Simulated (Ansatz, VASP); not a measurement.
## Zn in VASP and in Ansatz

The input INCAR:

```
SYSTEM = Zn
PREC = Accurate
ENCUT = 520
EDIFF = 1E-6
ISMEAR = -1
SIGMA = 0.08
LREAL = .FALSE.
LASPH = .TRUE.
NELM = 100
ALGO = Normal
ISIF = 2
LWAVE = .FALSE.
LCHARG = .FALSE.
GGA = PE
NBANDS = 19
```

Contents of KPOINTS:

```
regular mesh
0
G
  18 18 10
  0 0 0
```

File POSCAR:

```
Zn
1.0
    2.6094193137      0.0000000000      0.0000000000
   -1.3047096568      2.2598234148      0.0000000000
    0.0000000000      0.0000000000      5.1945815853
Zn
2
Direct
    0.3333333333      0.6666666667      0.2500000000
    0.6666666667      0.3333333333      0.7500000000
```

Input for Ansatz:

```yaml
crystal:
  lattice:
    - [2.6094193137, 0.0, 0.0]
    - [-1.3047096568, 2.2598234148, 0.0]
    - [0.0, 0.0, 5.1945815853]
  atoms:
    - { symbol: Zn, position: [0.3333333333, 0.6666666667, 0.25] }
    - { symbol: Zn, position: [0.6666666667, 0.3333333333, 0.75] }
kpoints:
  mp_grid: { grid: [18, 18, 10] }
scf:
  occupations: { method: fermi_dirac, width: 0.08 }
hamiltonian:
  xc: pbe
  pseudopotentials: { kind: all_electron, lapw: { basis_error: 0.001 } }
output:
  forces: true
  stress: true
  eigenvalues: true
```

Change from the starting cell: z stretched by +2 % at fixed volume.

Alike in both runs: task single point; functional PBE; k mesh 18 × 18 × 10; occupations fermi-dirac, width 0.08 eV; no spin polarisation.

|  | VASP | Ansatz |
| --- | --- | --- |
| version | VASP 6.6.1 | Ansatz 0.2.0 |
| potentials or method | VASP PAW PBE potentials, release 64 (Zn), cutoff 520 eV | all-electron LAPW, scalar-relativistic |

```tsv
	VASP	Ansatz	Ansatz less VASP
pressure (GPa)	1.3	0.9	-0.38
traceless stress, the component that is largest in VASP (GPa)	-2.16	-1.98	+0.185
```

Ansatz ran all-electron here, and VASP with PAW potentials.
